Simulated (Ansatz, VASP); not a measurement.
**Two plane-wave programs on HgH4C4N2Cl2**

```
Hg H C N Cl
1.0
     5.83496   -3.85741   -0.17999
     5.83496    3.85741   -0.17999
    -0.18054    0.00000    3.86311
Hg H C N Cl
1 4 4 2 2
Cartesian
  5.7447 0.0000 1.7516
  1.8048 -1.2679 1.0771
  9.6846 -1.2679 2.4260
  9.6846 1.2679 2.4260
  1.8048 1.2679 1.0771
  6.7965 3.1606 1.2846
  4.6929 3.1606 2.2185
  4.6929 -3.1606 2.2185
  6.7965 -3.1606 1.2846
  5.7447 2.4759 1.7516
  5.7447 -2.4759 1.7516
  7.7056 0.0000 0.0087
  3.7837 0.0000 3.4944
```

Alike in both runs: functional PBE; dispersion D3(BJ); k mesh 4 × 4 × 6; occupations gaussian, width 0.02 eV; no spin polarisation.

Ansatz relaxed the structure, and its values are those at the end. VASP's run is a single point on that final structure, the one shown.

|  | VASP | Ansatz |
| --- | --- | --- |
| version | VASP 6.6.1 | Ansatz 0.2.0 |
| potentials or method | VASP PAW PBE potentials, release 64 (Hg, H, C, N, Cl), cutoff 520 eV | scalar-relativistic, plane waves, PAW |
| valence electrons in the cell | 56 | 64 |

```tsv
	VASP	Ansatz	Ansatz less VASP
gap on the k mesh at the Fermi level (eV)	2.31	2.33	+0.013
least direct gap on the mesh (eV)	2.40	2.41	+0.012
pressure (GPa)	0.1	-0.1	-0.15
rms of the force components (eV/Å)	0.024	0.008	-0.0160
```

VASP's potentials hold 56 valence electrons a cell and Ansatz's 64, so a difference there can come from the potentials and not from the codes.

Neither program's run includes spin-orbit coupling.
